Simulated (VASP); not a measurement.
# AlB17N18 (a cell with a defect) in VASP: electric field gradients with PBE

Aim: the electric field gradients of AlB17N18 (a cell with a defect) with PBE.

Program: VASP 6.6.1. These are calculated values, not measurements. Logs are shortened: lines on timing, memory, paths and dates and some standing lists are left out, and cuts for length are marked.

## Step 1: The cell of the first run

The cell holds a defect, 36 atoms: a = 7.495 Å, b = 7.495 Å, c = 6.636 Å, α = 90.00°, β = 90.00°, γ = 120.00°.

## Step 2: Electric field gradients, PBE

Input file INCAR:

```
SYSTEM = AlB17N18
PREC = Accurate
ENCUT = 520
EDIFF = 1E-8
ISMEAR = -1
SIGMA = 0.01
LREAL = Auto
LASPH = .TRUE.
NELM = 100
ALGO = Normal
ISIF = 2
LWAVE = .FALSE.
LCHARG = .FALSE.
GGA = PE
LEFG = .TRUE.
NBANDS = 96
```

Input file KPOINTS:

```
Automatic mesh
0
G
  3 3 3
  0 0 0
```

Input file POSCAR:

```
AlB17N18
1.0
    7.4947200000      0.0000000000      0.0000000000
   -3.7473600000      6.4906179144      0.0000000000
    0.0000000000      0.0000000000      6.6357000000
Al B N
1 17 18
Direct
    0.1111111111      0.2222222222      0.2500000000
    0.1111111111      0.5555555556      0.2500000000
    0.1111111111      0.8888888889      0.2500000000
    0.4444444444      0.2222222222      0.2500000000
    0.4444444444      0.5555555556      0.2500000000
    0.4444444444      0.8888888889      0.2500000000
    0.7777777778      0.2222222222      0.2500000000
    0.7777777778      0.5555555556      0.2500000000
    0.7777777778      0.8888888889      0.2500000000
    0.2222222222      0.1111111111      0.7500000000
    0.2222222222      0.4444444444      0.7500000000
    0.2222222222      0.7777777778      0.7500000000
    0.5555555556      0.1111111111      0.7500000000
    0.5555555556      0.4444444444      0.7500000000
    0.5555555556      0.7777777778      0.7500000000
    0.8888888889      0.1111111111      0.7500000000
    0.8888888889      0.4444444444      0.7500000000
    0.8888888889      0.7777777778      0.7500000000
    0.1111111111      0.2222222222      0.7500000000
    0.1111111111      0.5555555556      0.7500000000
    0.1111111111      0.8888888889      0.7500000000
    0.4444444444      0.2222222222      0.7500000000
    0.4444444444      0.5555555556      0.7500000000
    0.4444444444      0.8888888889      0.7500000000
    0.7777777778      0.2222222222      0.7500000000
    0.7777777778      0.5555555556      0.7500000000
    0.7777777778      0.8888888889      0.7500000000
    0.2222222222      0.1111111111      0.2500000000
    0.2222222222      0.4444444444      0.2500000000
    0.2222222222      0.7777777778      0.2500000000
    0.5555555556      0.1111111111      0.2500000000
    0.5555555556      0.4444444444      0.2500000000
    0.5555555556      0.7777777778      0.2500000000
    0.8888888889      0.1111111111      0.2500000000
    0.8888888889      0.4444444444      0.2500000000
    0.8888888889      0.7777777778      0.2500000000
```

Potentials or basis: VASP PAW PBE potentials, release 64 (Al, B, N).

Run with:

```bash
$ cat potpaw_PBE.64/Al/POTCAR potpaw_PBE.64/B/POTCAR potpaw_PBE.64/N/POTCAR > POTCAR
$ mpirun -np 1 vasp_std > vasp.out
```

OUTCAR:

```text
SYSTEM = AlB17N18
   PREC = Accurate
   ENCUT = 520
   EDIFF = 1E-8
   ISMEAR = -1
   LREAL = Auto
   LASPH = .TRUE.
   NELM = 100
   ISIF = 2
   GGA = PE

 ion  position               nearest neighbor table
   1  0.111  0.222  0.250-  28 1.44  34 1.44  29 1.44   4 2.50   7 2.50   9 2.50   3 2.50   5 2.50
                             2 2.50
   2  0.111  0.556  0.250-  35 1.44  30 1.44  29 1.44   1 2.50
   3  0.111  0.889  0.250-  30 1.44  36 1.44  28 1.44   1 2.50
   4  0.444  0.222  0.250-  28 1.44  32 1.44  31 1.44   1 2.50
   5  0.444  0.556  0.250-  29 1.44  33 1.44  32 1.44   1 2.50
   6  0.444  0.889  0.250-  30 1.44  31 1.44  33 1.44
   7  0.778  0.222  0.250-  31 1.44  34 1.44  35 1.44   1 2.50
   8  0.778  0.556  0.250-  32 1.44  36 1.44  35 1.44
   9  0.778  0.889  0.250-  33 1.44  36 1.44  34 1.44   1 2.50
  10  0.222  0.111  0.750-  22 1.44  19 1.44  21 1.44
  11  0.222  0.444  0.750-  23 1.44  19 1.44  20 1.44
  12  0.222  0.778  0.750-  24 1.44  21 1.44  20 1.44
  13  0.556  0.111  0.750-  25 1.44  24 1.44  22 1.44
  14  0.556  0.444  0.750-  26 1.44  22 1.44  23 1.44
  15  0.556  0.778  0.750-  27 1.44  23 1.44  24 1.44
[... 19 lines left out ...]
  35  0.889  0.444  0.250-   2 1.44   7 1.44   8 1.44
  36  0.889  0.778  0.250-   3 1.44   9 1.44   8 1.44

  LATTYP: Found a hexagonal cell.
 ALAT       =     7.4947200000
 C/A-ratio  =     0.8853833099

  Lattice vectors:

 A1 = (   7.4947200000,   0.0000000000,   0.0000000000)
 A2 = (  -3.7473600000,   6.4906179144,   0.0000000000)
 A3 = (   0.0000000000,   0.0000000000,   6.6357000000)

Analysis of symmetry for initial positions (statically):
=====================================================================
 Subroutine PRICEL returns:
 Original cell was already a primitive cell.

 Routine SETGRP: Setting up the symmetry group for a
 hexagonal supercell.

 Subroutine GETGRP returns: Found 12 space group operations
 (whereof  2 operations were pure point group operations)
 out of a pool of 24 trial point group operations.

The static configuration has the point symmetry C_1h.
 The point group associated with its full space group is D_3h.

Analysis of symmetry for dynamics (positions and initial velocities):
=====================================================================
 Subroutine PRICEL returns:
 Original cell was already a primitive cell.

 Routine SETGRP: Setting up the symmetry group for a
 hexagonal supercell.

 Subroutine GETGRP returns: Found 12 space group operations
 (whereof  2 operations were pure point group operations)
 out of a pool of 24 trial point group operations.

The dynamic configuration has the point symmetry C_1h.
 The point group associated with its full space group is D_3h.

 Subroutine INISYM returns: Found 12 space group operations
 (whereof  2 operations are pure point group operations),
 and found     1 'primitive' translations

----------------------------------------------------------------------------------------

                                     Primitive cell

  volume of cell :     322.7960

  direct lattice vectors                    reciprocal lattice vectors
     7.494720000  0.000000000  0.000000000     0.133427266  0.077034268  0.000000000
    -3.747360000  6.490617914  0.000000000     0.000000000  0.154068536  0.000000000
     0.000000000  0.000000000  6.635700000     0.000000000  0.000000000  0.150700002

  length of vectors
     7.494720000  7.494720000  6.635700000     0.154068536  0.154068536  0.150700002

  position of ions in fractional coordinates (direct lattice)
     0.111111111  0.222222222  0.250000000
     0.111111111  0.555555556  0.250000000
     0.111111111  0.888888889  0.250000000
     0.444444444  0.222222222  0.250000000
     0.444444444  0.555555556  0.250000000
     0.444444444  0.888888889  0.250000000
[... 28 lines left out ...]
     0.888888889  0.444444444  0.250000000
     0.888888889  0.777777778  0.250000000

  ion indices of the primitive-cell ions
[... 95 lines left out ...]
   NFREE  =      0    steps in history (QN), initial steepest desc. (CG)
   ISIF   =      2    stress and relaxation
   ISYM   =      2    0-nonsym 1-usesym 2-fastsym
   POTIM  = 0.5000    time-step for ionic-motion
   TEBEG  =    0.0;   TEEND  =   0.0 temperature during run
   PSTRESS=    0.0 pullay stress
   NELECT =     144.0000    total number of electrons
   NUPDOWN=      -1.0000    fix difference up-down
   EMIN   =  10.00;   EMAX   =-10.00  energy-range for DOS
   EFERMI =   0.00;   METHOD = LEGACY
   ISMEAR =    -1;   SIGMA  =   0.01  broadening in eV -4-tet -1-fermi 0-gaus
   EFERMI_NEDOS =   21; number of points for ismear=-14 and -15
   IALGO  =     38    algorithm
   IMIX   =      4    mixing-type and parameters
     AMIX     =   0.40;   BMIX     =  1.00
     AMIX_MAG =   1.60;   BMIX_MAG =  1.00
  volume/ion in A,a.u.               =       8.97        60.51
  Fermi-wavevector in a.u.,A,eV,Ry     =   1.250891  2.363842 21.289433  1.564729
  Thomas-Fermi vector in A             =   2.384864
   LORBIT       =      0    0 simple, 1 ext, 2 COOP (PROOUT), +10 PAW based schemes
   GGA     = PE    functional components
   LHFCALC =     F    Hartree Fock is set to
   AEXX    =    0.0000 exact exchange contribution
   IVDW    =     0    specifies the selected vdW correction
   LEPSILON=     F    determine dielectric tensor
   LRPA    =     F    only Hartree local field effects (RPA)
 non-spin polarized calculation
  energy-cutoff  :      520.00
  volume of cell :      322.80
 maximum number of plane-waves:      8725
 NGX is ok and might be reduce to    56
   NGX = 27   NGY = 27   NGZ = 25

 number of electron     143.9999979 magnetization

 Free energy of the ion-electron system (eV)
  ---------------------------------------------------
  ext. energy  EPLUGINS =         0.00000000
  ---------------------------------------------------
  free energy    TOTEN  =      -303.85432195 eV

  energy without entropy =     -303.85432195  energy(sigma->0) =     -303.85432195

 E-fermi :   2.8329     XC(G=0): -10.1337

 val. band max:        2.5352772895   @ k =   0.0000   0.0000   0.3333
 cond. band min:       6.8825763132   @ k =   0.3333   0.3333   0.0000
 fundamental gap:      4.3472990236
 Fermi energy:         2.8329207223

 k-point     1 :       0.0000    0.0000    0.0000
  band No.  band energies     occupation
      1     -15.2860      2.00000
      2     -14.8503      2.00000
      3     -13.3738      2.00000
      4     -13.3060      2.00000
      5     -13.3060      2.00000
      6     -13.2843      2.00000
[... 511 lines left out ...]
     83       9.2389      0.00000
     84       9.4645      0.00000
 [bands above 84 left out]

------------------------ aborting loop because EDIFF is reached ----------------------------------------

  FORCE on cell =-STRESS in cart. coord.  units (eV):
  Direction    XX          YY          ZZ          XY          YZ          ZX
  --------------------------------------------------------------------------------------
  -------------------------------------------------------------------------------------
  Total       58.8009905     58.8009905      5.4036332      0.0000000      0.0000000      0.0000000
  in kB      291.8549236    291.8549236     26.8205847      0.0000000      0.0000000      0.0000000
  external PRESSURE =     203.5101440 kB  Pullay stress =       0.0000000 kB

 VOLUME and BASIS-vectors are now :
 -----------------------------------------------------------------------------
  energy-cutoff  :      520.00
  volume of cell :      322.80
      direct lattice vectors                 reciprocal lattice vectors
     7.494720000  0.000000000  0.000000000     0.133427266  0.077034268  0.000000000
    -3.747360000  6.490617914  0.000000000     0.000000000  0.154068536  0.000000000
     0.000000000  0.000000000  6.635700000     0.000000000  0.000000000  0.150700002

 POSITION                                       TOTAL-FORCE (eV/Angst)
 -----------------------------------------------------------------------------------
      0.00000      1.44236      1.65892        -0.000000      0.000000     -0.000000
     -1.24912      3.60590      1.65892         0.507613      0.539476      0.000000
     -2.49824      5.76944      1.65892         0.721007      0.169868     -0.000000
      2.49824      1.44236      1.65892         0.213393     -0.709344      0.000000
      1.24912      3.60590      1.65892        -0.507613      0.539476      0.000000
     -0.00000      5.76944      1.65892        -0.000000      0.000000     -0.000000
[... 28 lines left out ...]
      4.99648      2.88472      1.65892        -0.158947      0.091768     -0.000000
      3.74736      5.04826      1.65892        -0.000000     -0.183536      0.000000
 -----------------------------------------------------------------------------------
    total drift:                                0.000002     -0.000007      0.000000

  FREE ENERGIE OF THE ION-ELECTRON SYSTEM (eV)
  ---------------------------------------------------
  free  energy   TOTEN  =      -303.8543219511 eV

  energy  without entropy=     -303.8543219511  energy(sigma->0) =     -303.85432195

 Electric field gradients (V/A^2)
---------------------------------------------------------------------
 ion       V_xx      V_yy      V_zz      V_xy      V_xz      V_yz
---------------------------------------------------------------------
   1    -109.410  -109.410   218.820    -0.000    -0.000    -0.000
   2     -18.610   -17.397    36.006    -0.512    -0.000    -0.000
   3     -18.143   -17.863    36.006    -0.781    -0.000     0.000
   4     -17.257   -18.750    36.006    -0.270     0.000     0.000
   5     -18.610   -17.397    36.006     0.512     0.000     0.000
   6     -17.882   -17.882    35.765    -0.000     0.000     0.000
[... 28 lines left out ...]
  35      -0.876    -1.026     1.902    -0.129     0.000     0.000
  36      -1.099    -0.803     1.902    -0.000     0.000     0.000
---------------------------------------------------------------------

 Electric field gradients after diagonalization (V/A^2)
 (convention: |V_zz| > |V_xx| > |V_yy|)
----------------------------------------------------------------------
 ion       V_xx      V_yy      V_zz     asymmetry (V_yy - V_xx)/ V_zz
----------------------------------------------------------------------
   1    -109.410  -109.410   218.820       0.000
   2     -18.797   -17.209    36.006       0.044
   3     -18.797   -17.210    36.006       0.044
   4     -18.797   -17.209    36.006       0.044
   5     -18.797   -17.209    36.006       0.044
   6     -17.882   -17.882    35.765       0.000
[... 28 lines left out ...]
  35      -1.100    -0.802     1.902       0.157
  36      -1.099    -0.803     1.902       0.155
----------------------------------------------------------------------

           NMR quadrupolar parameters

 Cq : quadrupolar parameter    Cq=e*Q*V_zz/h
 eta: asymmetry parameters     (V_yy - V_xx)/ V_zz
 Q  : nuclear electric quadrupole moment in mb (millibarn)
----------------------------------------------------------------------
 ion       Cq(MHz)       eta       Q (mb)
----------------------------------------------------------------------
   1       0.529       0.000       1.000
   2       0.087       0.044       1.000
   3       0.087       0.044       1.000
   4       0.087       0.044       1.000
   5       0.087       0.044       1.000
   6       0.086       0.000       1.000
[... 28 lines left out ...]
  35       0.005       0.157       1.000
  36       0.005       0.155       1.000
----------------------------------------------------------------------
```

It took 3.8 min on 1 thread of Intel Xeon 6975P-C (Granite Rapids), shared host; peak memory 0.44 GiB.

Results:

```
Free energy            : -303.8543 eV
Pressure               : 20.4 GPa
Largest force          : 19.112 eV/Å
Band gap on the k mesh : 4.35 eV
```

Forces on the atoms (eV/Å):
```
Al    0.000   0.000   0.000
B     0.508   0.539   0.000
B     0.721   0.170   0.000
B     0.213  -0.709   0.000
B    -0.508   0.539   0.000
B     0.000   0.000   0.000
B    -0.213  -0.709   0.000
B     0.000   0.000   0.000
B    -0.721   0.170   0.000
B     0.230  -0.133   0.000
B     0.000   0.265   0.000
B     0.051   0.030   0.000
B     0.000  -0.059   0.000
B     0.037   0.021   0.000
B    -0.051   0.030   0.000
B    -0.230  -0.133   0.000
B    -0.037   0.021   0.000
B     0.000  -0.043   0.000
N     0.000   0.000   0.000
N     0.030  -0.059   0.000
N    -0.036   0.056   0.000
N    -0.066   0.004   0.000
N    -0.030  -0.059   0.000
N     0.000   0.000   0.000
N     0.066   0.004   0.000
N     0.000   0.000   0.000
N     0.036   0.056   0.000
N    16.551  -9.556   0.000
N     0.000  19.112   0.000
N    -0.211  -0.122   0.000
N     0.000   0.244   0.000
N     0.159   0.092   0.000
N     0.211  -0.122   0.000
N   -16.551  -9.556   0.000
N    -0.159   0.092   0.000
N     0.000  -0.184   0.000
```

Electric field gradients, principal values (V/Å²):
| atom | least | middle | greatest (by size) |
| --- | --- | --- | --- |
| 1 Al | -109.410 | -109.410 | 218.820 |
| 2 B | -17.209 | -18.797 | 36.006 |
| 3 B | -17.210 | -18.797 | 36.006 |
| 4 B | -17.209 | -18.797 | 36.006 |
| 5 B | -17.209 | -18.797 | 36.006 |
| 6 B | -17.882 | -17.882 | 35.765 |
| 7 B | -17.210 | -18.797 | 36.006 |
| 8 B | -17.591 | -17.591 | 35.182 |
| 9 B | -17.210 | -18.797 | 36.006 |
| 10 B | -17.222 | -18.019 | 35.240 |
| 11 B | -17.222 | -18.018 | 35.240 |
| 12 B | -17.563 | -17.737 | 35.301 |
| 13 B | -17.563 | -17.737 | 35.301 |
| 14 B | -17.577 | -17.701 | 35.278 |
| 15 B | -17.564 | -17.737 | 35.301 |
| 16 B | -17.222 | -18.019 | 35.240 |
| 17 B | -17.577 | -17.701 | 35.278 |
| 18 B | -17.577 | -17.701 | 35.278 |
| 19 N | -2.554 | -2.556 | 5.110 |
| 20 N | -0.745 | -1.443 | 2.188 |
| 21 N | -0.744 | -1.443 | 2.187 |
| 22 N | -0.746 | -1.444 | 2.189 |
| 23 N | -0.747 | -1.442 | 2.188 |
| 24 N | -1.065 | -1.066 | 2.131 |
| 25 N | -0.743 | -1.446 | 2.189 |
| 26 N | -0.983 | -0.987 | 1.970 |
| 27 N | -0.745 | -1.443 | 2.188 |
| 28 N | 24.318 | 33.266 | -57.583 |
| 29 N | 24.319 | 33.267 | -57.586 |
| 30 N | -0.688 | -4.824 | 5.511 |
| 31 N | -0.685 | -4.824 | 5.510 |
| 32 N | -0.803 | -1.099 | 1.902 |
| 33 N | -0.684 | -4.827 | 5.511 |
| 34 N | 24.317 | 33.266 | -57.583 |
| 35 N | -0.802 | -1.100 | 1.902 |
| 36 N | -0.803 | -1.099 | 1.902 |

Caveat: without QUAD_EFG the Cq values of the log hold for a quadrupole moment of 1 mb, not for the nuclei.
